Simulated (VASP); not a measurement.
Set up this calculation in VASP 6.6.1, as the native input.

* Task: single point
* Functional: PBE
* Potentials or basis: VASP PAW PBE potentials, release 64 (In_d, As)
* Cutoff: 520 eV
* k mesh: 8 × 8 × 8
* Occupations: gaussian, width 0.011 eV
* Spin: no spin polarisation
* Dipole correction: no
* Further INCAR settings: ALGO = Normal; EDIFF = 1e-06; NBANDS = 16

The structure of InAs lies in POSCAR:

```
InAs
1.0
    0.0000000000      3.0180000000      3.0180000000
    3.0180000000      0.0000000000      3.0180000000
    3.0180000000      3.0180000000      0.0000000000
In As
1 1
Direct
    0.0000000000      0.0000000000      0.0000000000
    0.7500000000      0.7500000000      0.7500000000
```

These files were run (other wordings do the same):

INCAR

```
SYSTEM = InAs
PREC = Accurate ; ENCUT = 520
EDIFF = 1E-6 ; ISMEAR = 0
SIGMA = 0.011 ; LREAL = .False.
LASPH = .True. ; NELM = 60
ALGO = Normal ; ISIF = 2
LWAVE = .False. ; LCHARG = .False.
GGA = PE ; NBANDS = 16
```

KPOINTS

```
Automatic mesh
0
Gamma
  8 8 8
  0 0 0
```

Potentials or basis: VASP PAW PBE potentials, release 64 (In_d, As).

Run with:

```bash
$ cat potpaw_PBE.64/In_d/POTCAR potpaw_PBE.64/As/POTCAR > POTCAR
$ mpirun -np 1 vasp_std > vasp.out
```

It gave:

- Pressure: 4.4 GPa
- Band gap on the k mesh: zero (filled and empty bands touch)

Caveat: spin-orbit coupling is left out, which moves the levels of the heavy elements.

Wall time 19 s on 1 thread of Intel(R) Xeon(R) Platinum 8259CL CPU @ 2.50GHz (Skylake/Cascade Lake), with other jobs on the host, peak memory 0.18 GiB.
